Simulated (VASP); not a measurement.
Set up this calculation in VASP 6.6.1, as the native input.

- Task: single point
- Functional: PBEsol
- Potentials or basis: VASP PAW PBE potentials, release 64 (Pb_d, Se)
- Cutoff: 500 eV
- k mesh: 3 × 3 × 3, shifted
- Occupations: fermi-dirac, width 0.05 eV
- Spin: no spin polarisation
- Dipole correction: no
- Further INCAR settings: ALGO = Normal; EDIFF = 1e-06; NBANDS = 17

The structure of PbSe lies in POSCAR:

```
PbSe
1.0
    3.7843200000      0.0000000000      0.0000000000
    0.0000000000      3.7843200000      0.0000000000
    0.0000000000      0.0000000000      3.7843200000
Pb Se
1 1
Direct
    0.0000000000      0.0000000000      0.0000000000
    0.5000000000      0.5000000000      0.5000000000
```

One way to write it, as run:

INCAR

```
PREC = Accurate ; ENCUT = 500
EDIFF = 1E-6 ; ISMEAR = -1
SIGMA = 0.05 ; LREAL = False
LASPH = True ; NELM = 120
ALGO = Normal ; ISIF = 2
LWAVE = False ; LCHARG = False
GGA = PS ; NBANDS = 17
GGA_COMPAT = False
```

KPOINTS

```
Automatic mesh
0
Gamma
  3 3 3
  0.5 0.5 0.5
```

Potentials or basis: VASP PAW PBE potentials, release 64 (Pb_d, Se).

The run is started by

```console
$ cat potpaw_PBE.64/Pb_d/POTCAR potpaw_PBE.64/Se/POTCAR > POTCAR
$ mpirun -np 1 vasp_std > vasp.out
```

Results of the run:

```yaml
Pressure: -4.9 GPa
Band_gap_on_the_k_mesh: zero (bands 10 and 11 overlap by 0.69 eV)
```

Caveat: the k points lie up to 0.55 Å⁻¹ apart, too coarse for converged energies and pressures of a metal; semilocal functionals underestimate gaps, and a narrow one can read as zero; the PAW data sets were made with another functional, which shifts forces and pressure a little; spin-orbit coupling is left out, which moves the levels of the heavy elements.

It took 6.1 s on 1 thread of Intel Xeon 8259CL, with other jobs on the host, peak memory 0.15 GiB.
